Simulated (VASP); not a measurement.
# LiSb3 (Pm-3m) in VASP: single point with PBE+D3(BJ)

Aim: the single point of LiSb3 with PBE+D3(BJ).

Everything below comes from runs of VASP 6.6.1. Logs are shortened: lines on timing, memory, paths and dates and some standing lists are left out, and cuts for length are marked.

### Step 1. The cell of the first run

It takes space group Pm-3m (No. 221, cubic). The conventional cell has a = 4.803 Å, b = 4.803 Å, c = 4.803 Å, α = 90.00°, β = 90.00°, γ = 90.00°. Li (site symmetry m-3m) has 12 Sb at 3.40 Å within 4.5 Å. Sb (site symmetry 4/mmm) has 4 Li at 3.40 Å and 8 Sb at 3.40 Å within 4.5 Å.

### Step 2. Single point, PBE+D3(BJ)

Contents of INCAR:

```
PREC     = Accurate       # precision mode
ENCUT    = 520            # plane-wave cutoff, eV
EDIFF    = 1E-6           # SCF threshold, eV
ISMEAR   = 0              # smearing method
SIGMA    = 0.01           # smearing width, eV
LREAL    = F              # projectors in reciprocal space
LASPH    = T              # aspherical terms in the spheres
NELM     = 80             # most SCF steps
ALGO     = Normal         # electronic algorithm
ISIF     = 2              # what is computed and relaxed
LWAVE    = F              # write WAVECAR
LCHARG   = F              # write CHGCAR
GGA      = PE             # functional
IVDW     = 12             # dispersion correction
NBANDS   = 17             # bands
```

Contents of KPOINTS:

```
regular mesh
0
Gamma
  4 4 4
```

Contents of POSCAR:

```
LiSb3
1.0
    4.8026589635      0.0000000000      0.0000000000
    0.0000000000      4.8026589635      0.0000000000
    0.0000000000      0.0000000000      4.8026589635
Li Sb
1 3
Direct
    0.0000000000      0.0000000000      0.0000000000
    0.5000000000      0.0000000000      0.5000000000
    0.0000000000      0.5000000000      0.5000000000
    0.5000000000      0.5000000000      0.0000000000
```

Potentials or basis: VASP PAW PBE potentials, release 64 (Li_sv, Sb).

Launch:

```bash
> cat potpaw_PBE.64/Li_sv/POTCAR potpaw_PBE.64/Sb/POTCAR > POTCAR
> mpirun -np 1 vasp_std > vasp.out
```

OUTCAR:

```text
PREC = Accurate
   ENCUT = 520
   EDIFF = 1E-6
   ISMEAR = 0
   LREAL = F
   LASPH = T
   NELM = 80
   ISIF = 2
   GGA = PE
   IVDW = 12
 IVDW          = 12

 ion  position               nearest neighbor table
   1  0.000  0.000  0.000-
   2  0.500  0.000  0.500-   3 3.40   4 3.40   4 3.40   3 3.40   4 3.40   4 3.40   3 3.40   3 3.40

   3  0.000  0.500  0.500-   2 3.40   4 3.40   4 3.40   2 3.40   2 3.40   4 3.40   4 3.40   2 3.40

   4  0.500  0.500  0.000-   2 3.40   3 3.40   2 3.40   3 3.40   2 3.40   2 3.40   3 3.40   3 3.40

  LATTYP: Found a simple cubic cell.
 ALAT       =     4.8026589635

  Lattice vectors:

 A1 = (   4.8026589635,   0.0000000000,   0.0000000000)
 A2 = (   0.0000000000,   4.8026589635,   0.0000000000)
 A3 = (   0.0000000000,   0.0000000000,   4.8026589635)

Analysis of symmetry for initial positions (statically):
=====================================================================
 Subroutine PRICEL returns:
 Original cell was already a primitive cell.

 Routine SETGRP: Setting up the symmetry group for a
 simple cubic supercell.

 Subroutine GETGRP returns: Found 48 space group operations
 (whereof 48 operations were pure point group operations)
 out of a pool of 48 trial point group operations.

The static configuration has the point symmetry O_h .

Analysis of symmetry for dynamics (positions and initial velocities):
=====================================================================
 Subroutine PRICEL returns:
 Original cell was already a primitive cell.

 Routine SETGRP: Setting up the symmetry group for a
 simple cubic supercell.

 Subroutine GETGRP returns: Found 48 space group operations
 (whereof 48 operations were pure point group operations)
 out of a pool of 48 trial point group operations.

The dynamic configuration has the point symmetry O_h .

 Subroutine INISYM returns: Found 48 space group operations
 (whereof 48 operations are pure point group operations),
 and found     1 'primitive' translations

----------------------------------------------------------------------------------------

                                     Primitive cell

  volume of cell :     110.7759

  direct lattice vectors                    reciprocal lattice vectors
     4.802658963  0.000000000  0.000000000     0.208217991  0.000000000  0.000000000
     0.000000000  4.802658963  0.000000000     0.000000000  0.208217991  0.000000000
     0.000000000  0.000000000  4.802658963     0.000000000  0.000000000  0.208217991

  length of vectors
     4.802658963  4.802658963  4.802658963     0.208217991  0.208217991  0.208217991

  position of ions in fractional coordinates (direct lattice)
     0.000000000  0.000000000  0.000000000
     0.500000000  0.000000000  0.500000000
     0.000000000  0.500000000  0.500000000
     0.500000000  0.500000000  0.000000000

  ion indices of the primitive-cell ions
   primitive index   ion index
                 1           1
                 2           2
                 3           3
                 4           4

----------------------------------------------------------------------------------------

 KPOINTS: regular mesh

Automatic generation of k-mesh.
 Grid dimensions read from file:
 generate k-points for:    4    4    4

 Generating k-lattice:

  Cartesian coordinates                     Fractional coordinates (reciprocal lattice)
     0.052054498  0.000000000  0.000000000     0.250000000  0.000000000  0.000000000
     0.000000000  0.052054498  0.000000000     0.000000000  0.250000000  0.000000000
     0.000000000  0.000000000  0.052054498     0.000000000  0.000000000  0.250000000

  Length of vectors
     0.052054498  0.052054498  0.052054498

  Shift w.r.t. Gamma in fractional coordinates (k-lattice)
     0.000000000  0.000000000  0.000000000

 Subroutine IBZKPT returns following result:
 ===========================================

 Found     10 irreducible k-points:

 Following reciprocal coordinates:
            Coordinates               Weight
  0.000000  0.000000  0.000000      1.000000
  0.250000  0.000000  0.000000      6.000000
  0.500000  0.000000  0.000000      3.000000
  0.250000  0.250000  0.000000     12.000000
  0.500000  0.250000  0.000000     12.000000
  0.500000  0.500000  0.000000      3.000000
  0.250000  0.250000  0.250000      8.000000
  0.500000  0.250000  0.250000     12.000000
  0.500000  0.500000  0.250000      6.000000
  0.500000  0.500000  0.500000      1.000000
   k-points           NKPTS =     10   k-points in BZ     NKDIM =     10   number of bands    NBANDS=     17
   number of dos      NEDOS =    301   number of ions     NIONS =      4
   total plane-waves  NPLWV =  46656
   dimension x,y,z NGX =    36 NGY =   36 NGZ =   36
   dimension x,y,z NGXF=    72 NGYF=   72 NGZF=   72
   ions per type =               1   3
   NGX,Y,Z   is equivalent  to a cutoff of  12.46, 12.46, 12.46 a.u.
   NGXF,Y,Z  is equivalent  to a cutoff of  24.92, 24.92, 24.92 a.u.
 SYSTEM =  unknown system
   PREC   = accura    normal or accurate (medium, high low for compatibility)
   ISTART =      0    job   : 0-new  1-cont  2-samecut
   ICHARG =      2    charge: 1-file 2-atom 10-const
   ISPIN  =      1    spin polarized calculation?
   LNONCOLLINEAR =      F non collinear calculations
   LSORBIT =      F    spin-orbit coupling
   LASPH  =      T    aspherical Exc in radial PAW
   ENCUT  =  520.0 eV  38.22 Ry    6.18 a.u.   8.93  8.93  8.93*2*pi/ulx,y,z
   NELM   =     80;   NELMIN=  2; NELMDL= -5     # of ELM steps
   EDIFF  = 0.1E-05   stopping-criterion for ELM
   LREAL  =      F    real-space projection
   EDIFFG = 0.1E-04   stopping-criterion for IOM
   NSW    =      0    number of steps for IOM
   IBRION =     -1    ionic relax: 0-MD 1-quasi-New 2-CG
   NFREE  =      0    steps in history (QN), initial steepest desc. (CG)
   ISIF   =      2    stress and relaxation
   ISYM   =      2    0-nonsym 1-usesym 2-fastsym
   POTIM  = 0.5000    time-step for ionic-motion
   TEBEG  =    0.0;   TEEND  =   0.0 temperature during run
   PSTRESS=    0.0 pullay stress
   NELECT =      18.0000    total number of electrons
   NUPDOWN=      -1.0000    fix difference up-down
   EMIN   =  10.00;   EMAX   =-10.00  energy-range for DOS
   EFERMI =   0.00;   METHOD = LEGACY
   ISMEAR =     0;   SIGMA  =   0.01  broadening in eV -4-tet -1-fermi 0-gaus
   EFERMI_NEDOS =   21; number of points for ismear=-14 and -15
   IALGO  =     38    algorithm
   IMIX   =      4    mixing-type and parameters
     AMIX     =   0.40;   BMIX     =  1.00
     AMIX_MAG =   1.60;   BMIX_MAG =  1.00
  volume/ion in A,a.u.               =      27.69       186.89
  Fermi-wavevector in a.u.,A,eV,Ry     =   0.893341  1.688170 10.858239  0.798058
  Thomas-Fermi vector in A             =   2.015406
   LORBIT       =      0    0 simple, 1 ext, 2 COOP (PROOUT), +10 PAW based schemes
   GGA     = PE    functional components
   LHFCALC =     F    Hartree Fock is set to
   AEXX    =    0.0000 exact exchange contribution
   IVDW    =    12    specifies the selected vdW correction
   LEPSILON=     F    determine dielectric tensor
   LRPA    =     F    only Hartree local field effects (RPA)
 non-spin polarized calculation
 Gauss-broadening in eV      SIGMA  =   0.01
  energy-cutoff  :      520.00
  volume of cell :      110.78
 maximum number of plane-waves:      3016
 NGX is ok and might be reduce to    36
   NGX = 17   NGY = 17   NGZ = 17

 number of electron      17.9999990 magnetization

 Free energy of the ion-electron system (eV)
  ---------------------------------------------------
  ext. energy  EPLUGINS =         0.00000000
  ---------------------------------------------------
  free energy    TOTEN  =       -14.31436521 eV

  energy without entropy =      -14.31333050  energy(sigma->0) =      -14.31384785

 E-fermi :   5.9117     XC(G=0):  -9.1847

 val. band max:        5.9102272371   @ k =   0.2500   0.0000   0.0000
 cond. band min:       5.9727152051   @ k =   0.5000   0.2500   0.2500
 fundamental gap:      0.0624879681
 Fermi energy:         5.9117152116

 k-point     1 :       0.0000    0.0000    0.0000
  band No.  band energies     occupation
      1     -41.4740      2.00000
      2      -5.6952      2.00000
      3      -1.3119      2.00000
      4      -1.3119      2.00000
      5       2.2075      2.00000
      6       2.2075      2.00000
[... 9 lines left out ...]
     16      11.2188      0.00000
     17      11.4959      0.00000

 k-point     2 :       0.2500    0.0000    0.0000
  band No.  band energies     occupation
      1     -41.4741      2.00000
      2      -5.3610      2.00000
      3      -2.4260      2.00000
      4      -1.2219      2.00000
      5       2.5830      2.00000
      6       2.5830      2.00000
[... 9 lines left out ...]
     16      11.8109      0.00000
     17      12.4670      0.00000

 k-point     3 :       0.5000    0.0000    0.0000
  band No.  band energies     occupation
      1     -41.4740      2.00000
      2      -4.7372      2.00000
      3      -3.5790      2.00000
      4      -1.1247      2.00000
      5       3.2582      2.00000
      6       3.2582      2.00000
[... 9 lines left out ...]
     16      11.6193      0.00000
     17      11.6193      0.00000

 k-point     4 :       0.2500    0.2500    0.0000
  band No.  band energies     occupation
      1     -41.4741      2.00000
      2      -5.0255      2.00000
      3      -2.5298      2.00000
      4      -1.8893      2.00000
      5       2.4294      2.00000
      6       2.9671      2.00000
[... 9 lines left out ...]
     16      11.2524      0.00000
     17      12.3732      0.00000
[... 63 lines left out ...]
      1     -41.4740      2.00000
      2      -4.0407      2.00000
      3      -3.2565      2.00000
      4      -2.1986      2.00000
      5       1.7339      2.00000
      6       2.6212      2.00000
[... 9 lines left out ...]
     16      12.0715      0.00000
     17      12.5215      0.00000

 k-point     9 :       0.5000    0.5000    0.2500
  band No.  band energies     occupation
      1     -41.4741      2.00000
      2      -3.2020      2.00000
      3      -3.0650      2.00000
      4      -3.0650      2.00000
      5       1.5609      2.00000
      6       1.6886      2.00000
[... 9 lines left out ...]
     16      12.8686      0.00000
     17      12.8686      0.00000

 k-point    10 :       0.5000    0.5000    0.5000
  band No.  band energies     occupation
      1     -41.4741      2.00000
      2      -2.8638      2.00000
      3      -2.8638      2.00000
      4      -2.8638      2.00000
      5       0.4443      2.00000
      6       1.8135      2.00000
[... 9 lines left out ...]
     16      13.8330      0.00000
     17      13.8330      0.00000

------------------------ aborting loop because EDIFF is reached ----------------------------------------

 Edisp (eV)   -1.53287

 E8    (eV) :    -0.6993

  FORCE on cell =-STRESS in cart. coord.  units (eV):
  Direction    XX          YY          ZZ          XY          YZ          ZX
  --------------------------------------------------------------------------------------
  -------------------------------------------------------------------------------------
  Total      -3.92195    -3.92195    -3.92195    -0.00000     0.00000    -0.00000
  in kB     -56.72413   -56.72413   -56.72413    -0.00000     0.00000    -0.00000
  external pressure =      -56.72 kB  Pullay stress =        0.00 kB

 VOLUME and BASIS-vectors are now :
 -----------------------------------------------------------------------------
  energy-cutoff  :      520.00
  volume of cell :      110.78
      direct lattice vectors                 reciprocal lattice vectors
     4.802658963  0.000000000  0.000000000     0.208217991  0.000000000  0.000000000
     0.000000000  4.802658963  0.000000000     0.000000000  0.208217991  0.000000000
     0.000000000  0.000000000  4.802658963     0.000000000  0.000000000  0.208217991

 POSITION                                       TOTAL-FORCE (eV/Angst)
 -----------------------------------------------------------------------------------
      0.00000      0.00000      0.00000         0.000000      0.000000      0.000000
      2.40133      0.00000      2.40133         0.000000      0.000000      0.000000
      0.00000      2.40133      2.40133         0.000000      0.000000      0.000000
      2.40133      2.40133      0.00000         0.000000      0.000000      0.000000
 -----------------------------------------------------------------------------------
    total drift:                               -0.000000      0.000000      0.000000

  FREE ENERGIE OF THE ION-ELECTRON SYSTEM (eV)
  ---------------------------------------------------
  free  energy   TOTEN  =       -15.8472383183 eV

  energy  without entropy=      -15.8462036123  energy(sigma->0) =      -15.84672097
```

It took 41 s on 1 thread of AMD EPYC 7R13, shared host; peak memory 0.18 GiB.

What came out:

```yaml
Free_energy: -15.8472 eV
Band_gap_on_the_k_mesh: zero (band 9 reaches 7.46 eV, above the bottom of band 10 at 5.16 eV)
Dispersion_energy_per_atom: -0.383 eV
```

Levels at points of the mesh, in eV from the Fermi level:
```csv
k point,band 7,band 8,band 9,band 10,band 11,band 12
"(0.00, 0.00, 0.00)",-3.70,0.90,0.90,0.90,1.11,2.62
"(0.50, 0.00, 0.00)",-1.22,-1.22,-1.15,-0.70,-0.48,2.46
"(0.50, 0.50, 0.00)",-1.14,-0.76,-0.76,-0.76,-0.76,3.10
"(0.50, 0.50, 0.50)",-4.10,-4.10,0.81,3.68,3.68,4.04
```

Caveat: the cutoff is under 1.25 times the usual one of these potentials, so pressure, stress and relaxed cells hold a basis-set (Pulay) error; three body term missing; spin-orbit coupling is left out, which moves the levels of the heavy elements; pairwise dispersion overbinds metals, which lowers pressure and volume.
